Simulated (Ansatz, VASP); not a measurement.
## LiCl: VASP beside Ansatz

```
Li Cl
1.0
     3.85790    0.00000    0.00000
    -1.92895    3.34104    0.00000
     0.00000    0.00000   18.75902
Li Cl
6 6
Direct
  0.00000 0.00000 0.00002
  0.33333 0.66667 0.16598
  0.66667 0.33333 0.33305
  0.00000 0.00000 0.50002
  0.66667 0.33333 0.66598
  0.33333 0.66667 0.83305
  0.00000 0.00000 0.12533
  0.33333 0.66667 0.29181
  0.66667 0.33333 0.45881
  0.00000 0.00000 0.62533
  0.66667 0.33333 0.79181
  0.33333 0.66667 0.95881
```

Alike in both runs: functional PBEsol; k mesh 9 × 9 × 2; occupations gaussian, width 0.02 eV; no spin polarisation.

Ansatz relaxed the structure, and its values are those at the end. VASP's run is a single point on that final structure, the one shown.

|  | VASP | Ansatz |
| --- | --- | --- |
| version | VASP 6.6.1 | Ansatz 0.2.0 |
| potentials or method | VASP PAW PBE potentials, release 64 (Li_sv, Cl), cutoff 520 eV | scalar-relativistic, plane waves, PAW |
| valence electrons in the cell | 60 | 60 |

```tsv
	VASP	Ansatz	Ansatz less VASP
gap on the k mesh at the Fermi level (eV)	5.87	5.87	-0.003
least direct gap on the mesh (eV)	5.87	5.87	-0.003
```

VASP's potentials were made for PBE, not for PBEsol. The functional is the same, so the differences come from potentials, cutoffs and numerics.

Noted on VASP's run: the cutoff is short for stress, so the pressure is rough.
